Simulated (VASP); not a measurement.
# CoSi (F-43m) in VASP: a series of runs

CoSi is run at these levels: PBE; tasks: relaxation of cell and atoms, single point.

Everything below comes from runs of VASP 6.6.1. Logs are shortened: lines on timing, memory, paths and dates and some standing lists are left out, and cuts for length are marked.

### 1 The cell of the first run

The structure is cubic, space group F-43m (No. 216). The conventional cell has a = 4.986 Å, b = 4.986 Å, c = 4.986 Å, α = 90.00°, β = 90.00°, γ = 90.00°. Within 2.9 Å of Co (site symmetry -43m) lie 4 Si at 2.16 Å. Within 2.9 Å of Si (site symmetry -43m) lie 4 Co at 2.16 Å.

The cell was built from a structure type or drawn by symmetry, and may not be a known phase.

### 2 Relaxation of cell and atoms, PBE, collinear spin, ferromagnetic start

INCAR

```
SYSTEM = CoSi
PREC = Accurate
ENCUT = 600
EDIFF = 1E-7
ISMEAR = 0
SIGMA = 0.1
LREAL = .FALSE.
LASPH = .TRUE.
NELM = 200
ALGO = Normal
ISIF = 3
LWAVE = .FALSE.
LCHARG = .FALSE.
ISPIN = 2
MAGMOM = 3 0
LORBIT = 11
LMAXMIX = 4
GGA = PE
IBRION = 2
NSW = 90
EDIFFG = -0.04
GGA_COMPAT = .FALSE.
NELMIN = 4
```

KPOINTS

```
regular mesh
0
G
  6 6 6
  0 0 0
```

POSCAR

```
CoSi
1.0
    0.0000000000      2.4927741000      2.4927741000
    2.4927741000      0.0000000000      2.4927741000
    2.4927741000      2.4927741000      0.0000000000
Co Si
1 1
Direct
    0.2500000000      0.2500000000      0.2500000000
    0.0000000000      0.0000000000      0.0000000000
```

Potentials or basis: VASP PAW PBE potentials, release 64 (Co, Si).

Started as:

```
$ cat potpaw_PBE.64/Co/POTCAR potpaw_PBE.64/Si/POTCAR > POTCAR
$ mpirun -np 1 vasp_std > vasp.out
```

OUTCAR:

```text
SYSTEM = CoSi
   PREC = Accurate
   ENCUT = 600
   EDIFF = 1E-7
   ISMEAR = 0
   LREAL = .FALSE.
   LASPH = .TRUE.
   NELM = 200
   ISIF = 3
   ISPIN = 2
   LORBIT = 11
   GGA = PE
   IBRION = 2
   NSW = 90
   EDIFFG = -0.04
   NELMIN = 4

 ion  position               nearest neighbor table
   1  0.250  0.250  0.250-   2 2.16   2 2.16   2 2.16   2 2.16
   2  0.000  0.000  0.000-   1 2.16   1 2.16   1 2.16   1 2.16

  LATTYP: Found a face centered cubic cell.
 ALAT       =     4.9855482000

  Lattice vectors:

 A1 = (   0.0000000000,   2.4927741000,   2.4927741000)
 A2 = (   2.4927741000,   0.0000000000,   2.4927741000)
 A3 = (   2.4927741000,   2.4927741000,   0.0000000000)

Analysis of symmetry for initial positions (statically):
=====================================================================
 Subroutine PRICEL returns:
 Original cell was already a primitive cell.

 Routine SETGRP: Setting up the symmetry group for a
 face centered cubic supercell.

 Subroutine GETGRP returns: Found 24 space group operations
 (whereof 24 operations were pure point group operations)
 out of a pool of 48 trial point group operations.

The static configuration has the point symmetry T_d .

Analysis of symmetry for dynamics (positions and initial velocities):
=====================================================================
 Subroutine PRICEL returns:
 Original cell was already a primitive cell.

 Routine SETGRP: Setting up the symmetry group for a
 face centered cubic supercell.

 Subroutine GETGRP returns: Found 24 space group operations
 (whereof 24 operations were pure point group operations)
 out of a pool of 48 trial point group operations.

The dynamic configuration has the point symmetry T_d .

Analysis of structural, dynamic, and magnetic symmetry:
=====================================================================
 Subroutine PRICEL returns:
 Original cell was already a primitive cell.

 Routine SETGRP: Setting up the symmetry group for a
 face centered cubic supercell.

 Subroutine GETGRP returns: Found 24 space group operations
 (whereof 24 operations were pure point group operations)
 out of a pool of 48 trial point group operations.

The overall configuration has the point symmetry T_d .

 Subroutine INISYM returns: Found 24 space group operations
 (whereof 24 operations are pure point group operations),
 and found     1 'primitive' translations

----------------------------------------------------------------------------------------

                                     Primitive cell

  volume of cell :      30.9798

  direct lattice vectors                    reciprocal lattice vectors
     0.000000000  2.492774100  2.492774100    -0.200579748  0.200579748  0.200579748
     2.492774100  0.000000000  2.492774100     0.200579748 -0.200579748  0.200579748
     2.492774100  2.492774100  0.000000000     0.200579748  0.200579748 -0.200579748

  length of vectors
     3.525314940  3.525314940  3.525314940     0.347414314  0.347414314  0.347414314

  position of ions in fractional coordinates (direct lattice)
     0.250000000  0.250000000  0.250000000
     0.000000000  0.000000000  0.000000000

  ion indices of the primitive-cell ions
   primitive index   ion index
                 1           1
                 2           2

----------------------------------------------------------------------------------------

 KPOINTS: regular mesh

Automatic generation of k-mesh.
 Grid dimensions read from file:
 generate k-points for:    6    6    6

 Generating k-lattice:

  Cartesian coordinates                     Fractional coordinates (reciprocal lattice)
    -0.033429958  0.033429958  0.033429958     0.166666667  0.000000000  0.000000000
     0.033429958 -0.033429958  0.033429958     0.000000000  0.166666667  0.000000000
     0.033429958  0.033429958 -0.033429958     0.000000000  0.000000000  0.166666667

  Length of vectors
     0.057902386  0.057902386  0.057902386

  Shift w.r.t. Gamma in fractional coordinates (k-lattice)
     0.000000000  0.000000000  0.000000000

 Subroutine IBZKPT returns following result:
 ===========================================

 Found     16 irreducible k-points:

 Following reciprocal coordinates:
            Coordinates               Weight
  0.000000  0.000000  0.000000      1.000000
  0.166667  0.000000  0.000000      8.000000
  0.333333  0.000000  0.000000      8.000000
  0.500000  0.000000  0.000000      4.000000
  0.166667  0.166667  0.000000      6.000000
  0.333333  0.166667  0.000000     24.000000
[... 8 lines left out ...]
 -0.333333  0.333333  0.166667     24.000000
 -0.333333  0.500000  0.166667     12.000000
   k-points           NKPTS =     16   k-points in BZ     NKDIM =     16   number of bands    NBANDS=     12
   number of dos      NEDOS =    301   number of ions     NIONS =      2
   total plane-waves  NPLWV =  21952
   dimension x,y,z NGX =    28 NGY =   28 NGZ =   28
   dimension x,y,z NGXF=    56 NGYF=   56 NGZF=   56
   ions per type =               1   1
   NGX,Y,Z   is equivalent  to a cutoff of  13.20, 13.20, 13.20 a.u.
   NGXF,Y,Z  is equivalent  to a cutoff of  26.41, 26.41, 26.41 a.u.
 SYSTEM =  CoSi
   PREC   = accura    normal or accurate (medium, high low for compatibility)
   ISTART =      0    job   : 0-new  1-cont  2-samecut
   ICHARG =      2    charge: 1-file 2-atom 10-const
   ISPIN  =      2    spin polarized calculation?
   LNONCOLLINEAR =      F non collinear calculations
   LSORBIT =      F    spin-orbit coupling
   LASPH  =      T    aspherical Exc in radial PAW
   ENCUT  =  600.0 eV  44.10 Ry    6.64 a.u.   7.04  7.04  7.04*2*pi/ulx,y,z
   NELM   =    200;   NELMIN=  4; NELMDL= -5     # of ELM steps
   EDIFF  = 0.1E-06   stopping-criterion for ELM
   LREAL  =      F    real-space projection
   EDIFFG = -.4E-01   stopping-criterion for IOM
   NSW    =     90    number of steps for IOM
   IBRION =      2    ionic relax: 0-MD 1-quasi-New 2-CG
   NFREE  =      1    steps in history (QN), initial steepest desc. (CG)
   ISIF   =      3    stress and relaxation
   ISYM   =      2    0-nonsym 1-usesym 2-fastsym
   POTIM  = 0.5000    time-step for ionic-motion
   TEBEG  =    0.0;   TEEND  =   0.0 temperature during run
   PSTRESS=    0.0 pullay stress
   NELECT =      13.0000    total number of electrons
   NUPDOWN=      -1.0000    fix difference up-down
   EMIN   =  10.00;   EMAX   =-10.00  energy-range for DOS
   EFERMI =   0.00;   METHOD = LEGACY
   ISMEAR =     0;   SIGMA  =   0.10  broadening in eV -4-tet -1-fermi 0-gaus
   EFERMI_NEDOS =   21; number of points for ismear=-14 and -15
   IALGO  =     38    algorithm
   IMIX   =      4    mixing-type and parameters
     AMIX     =   0.40;   BMIX     =  1.00
     AMIX_MAG =   1.60;   BMIX_MAG =  1.00
  volume/ion in A,a.u.               =      15.49       104.53
  Fermi-wavevector in a.u.,A,eV,Ry     =   1.225640  2.316124 20.438592  1.502194
  Thomas-Fermi vector in A             =   2.360671
   LORBIT       =     11    0 simple, 1 ext, 2 COOP (PROOUT), +10 PAW based schemes
   GGA     = PE    functional components
   LHFCALC =     F    Hartree Fock is set to
   AEXX    =    0.0000 exact exchange contribution
   IVDW    =     0    specifies the selected vdW correction
   LEPSILON=     F    determine dielectric tensor
   LRPA    =     F    only Hartree local field effects (RPA)
 conjugate gradient relaxation of ions
 spin polarized calculation
 Gauss-broadening in eV      SIGMA  =   0.10
  energy-cutoff  :      600.00
  volume of cell :       30.98
 maximum number of plane-waves:      1056
   NGX = 15   NGY = 15   NGZ = 15

--------------------------------------- Ionic step        1  -------------------------------------------

 number of electron      13.0000004 magnetization       0.0002685

 number of electron      13.0000004 magnetization      -0.0001602

 Free energy of the ion-electron system (eV)
  ---------------------------------------------------
  ext. energy  EPLUGINS =         0.00000000
  ---------------------------------------------------
  free energy    TOTEN  =       -11.69131667 eV

  energy without entropy =      -11.68213383  energy(sigma->0) =      -11.68672525

------------------------ aborting loop because EDIFF is reached ----------------------------------------

  FORCE on cell =-STRESS in cart. coord.  units (eV):
  Direction    XX          YY          ZZ          XY          YZ          ZX
  --------------------------------------------------------------------------------------
  -------------------------------------------------------------------------------------
  Total        1.4540915      1.4540915      1.4540915      0.0000000      0.0000000      0.0000000
  in kB       75.2009911     75.2009911     75.2009911      0.0000000      0.0000000      0.0000000
  external PRESSURE =      75.2009911 kB  Pullay stress =       0.0000000 kB

 VOLUME and BASIS-vectors are now :
 -----------------------------------------------------------------------------
  energy-cutoff  :      600.00
  volume of cell :       30.98
      direct lattice vectors                 reciprocal lattice vectors
     0.000000000  2.492774100  2.492774100    -0.200579748  0.200579748  0.200579748
     2.492774100  0.000000000  2.492774100     0.200579748 -0.200579748  0.200579748
     2.492774100  2.492774100  0.000000000     0.200579748  0.200579748 -0.200579748
[... 46 lines left out ...]
  FREE ENERGIE OF THE ION-ELECTRON SYSTEM (eV)
  ---------------------------------------------------
  free  energy   TOTEN  =       -11.7149861788 eV

  energy  without entropy=      -11.7059818099  energy(sigma->0) =      -11.71048399

--------------------------------------- Ionic step        3  -------------------------------------------

 number of electron      12.9999999 magnetization      -0.0000117

 number of electron      12.9999999 magnetization       0.0000005

 Free energy of the ion-electron system (eV)
  ---------------------------------------------------
  ext. energy  EPLUGINS =         0.00000000
  ---------------------------------------------------
  free energy    TOTEN  =       -11.73452553 eV

  energy without entropy =      -11.72544747  energy(sigma->0) =      -11.72998650

 E-fermi :   6.0219     XC(G=0): -10.5504

 val. band max:        6.0141626081   @ k =  -0.3333   0.1667   0.0000
 cond. band min:       6.0530879451   @ k =  -0.3333   0.3333   0.0000
 fundamental gap:      0.0389253370
 Fermi energy:         6.0219021404

 spin component 1

 k-point     1 :       0.0000    0.0000    0.0000
  band No.  band energies     occupation
      1      -3.8572      1.00000
      2       3.7294      1.00000
      3       3.7294      1.00000
      4       3.7294      1.00000
      5       5.0134      1.00000
      6       5.0134      1.00000
      7      12.4603      0.00000
      8      12.4603      0.00000
      9      12.4603      0.00000
     10      13.7706      0.00000
     11      13.7706      0.00000
     12      13.7706      0.00000

 k-point     2 :       0.1667    0.0000    0.0000
  band No.  band energies     occupation
      1      -3.4328      1.00000
      2       3.4939      1.00000
      3       3.8169      1.00000
      4       3.8169      1.00000
      5       4.9876      1.00000
      6       4.9876      1.00000
      7       9.4522      0.00000
      8      11.5235      0.00000
      9      11.5235      0.00000
     10      14.2245      0.00000
     11      14.7892      0.00000
     12      14.7892      0.00000
[... 196 lines left out ...]
 k-point    16 :      -0.3333    0.5000    0.1667
  band No.  band energies     occupation
      1      -0.3335      1.00000
      2       2.4309      1.00000
      3       3.9868      1.00000
      4       4.4386      1.00000
      5       4.9839      1.00000
      6       5.0465      1.00000
      7       5.5255      1.00000
      8       6.4433      0.00000
      9       7.2548      0.00000
     10      13.8722      0.00000
     11      14.2315      0.00000
     12      18.0992      0.00000
 Fermi energy:         6.0219021404

 spin component 2

 k-point     1 :       0.0000    0.0000    0.0000
  band No.  band energies     occupation
      1      -3.8572      1.00000
      2       3.7294      1.00000
      3       3.7294      1.00000
      4       3.7294      1.00000
      5       5.0134      1.00000
      6       5.0134      1.00000
      7      12.4603      0.00000
      8      12.4603      0.00000
      9      12.4603      0.00000
     10      13.7706      0.00000
     11      13.7706      0.00000
     12      13.7706      0.00000

 k-point     2 :       0.1667    0.0000    0.0000
  band No.  band energies     occupation
      1      -3.4328      1.00000
      2       3.4939      1.00000
      3       3.8169      1.00000
      4       3.8169      1.00000
      5       4.9876      1.00000
      6       4.9876      1.00000
      7       9.4522      0.00000
      8      11.5235      0.00000
      9      11.5235      0.00000
     10      14.2246      0.00000
     11      14.7892      0.00000
     12      14.7892      0.00000
[... 230 lines left out ...]
 POSITION                                       TOTAL-FORCE (eV/Angst)
 -----------------------------------------------------------------------------------
      1.27198      1.27198      1.27198         0.000000     -0.000000     -0.000000
      0.00000      0.00000      0.00000        -0.000000      0.000000      0.000000
 -----------------------------------------------------------------------------------
    total drift:                               -0.000001     -0.000001     -0.000001

  FREE ENERGIE OF THE ION-ELECTRON SYSTEM (eV)
  ---------------------------------------------------
  free  energy   TOTEN  =       -11.7345255255 eV

  energy  without entropy=      -11.7254474736  energy(sigma->0) =      -11.72998650

 reached required accuracy - stopping structural energy minimisation

 total charge

# of ion       s       p       d       tot
------------------------------------------
    1        0.537   0.384   7.545   8.466
    2        0.826   0.853   0.000   1.679
--------------------------------------------------
tot          1.363   1.237   7.545  10.146

 magnetization (x)

# of ion       s       p       d       tot
------------------------------------------
    1        0.000   0.000   0.000   0.000
    2       -0.000  -0.000   0.000  -0.000
--------------------------------------------------
tot          0.000   0.000   0.000   0.000
```

It took 2 min on 1 thread of Intel Xeon 8259CL, shared host; peak memory 0.18 GiB.

What came out:

```yaml
Free_energy: -11.7345 eV
Relaxed_volume: 16.46 Å³/atom
Relaxed_cell: a = 3.598 Å, b = 3.598 Å, c = 3.598 Å, α = 60.00°, β = 60.00°, γ = 60.00°
Space_group_after_relaxing_to_0.1_Å: F-43m (No. 216)
Energy_gained_by_relaxing: 21.6 meV/atom
Ionic_steps: 3
Pressure_after_relaxing: 0.0 GPa
Net_moment: 0.00 μB per cell
Valence_electrons_inside_the_program's_atomic_spheres: Co 8.47; Si 1.68
```

The path:
| step | energy change (eV) | largest force (eV/Å) | pressure (GPa) | volume (Å³) |
| --- | --- | --- | --- | --- |
| 1 | 0.0000 | 0.0000 | 7.52 | 30.98 |
| 2 | -0.0237 | 0.0000 | -4.20 | 34.36 |
| 3 | -0.0432 | 0.0000 | -0.05 | 32.93 |

Final structure:
```xyz
2
Lattice="0.0000 2.5440 2.5440 2.5440 0.0000 2.5440 2.5440 2.5440 0.0000" Properties=species:S:1:pos:R:3 pbc="T T T"
Co    1.2720    1.2720    1.2720
Si    0.0000    0.0000    0.0000
```

Caveat: the k points lie up to 0.36 Å⁻¹ apart in the final cell.

(Continued in part 2 of 2.)
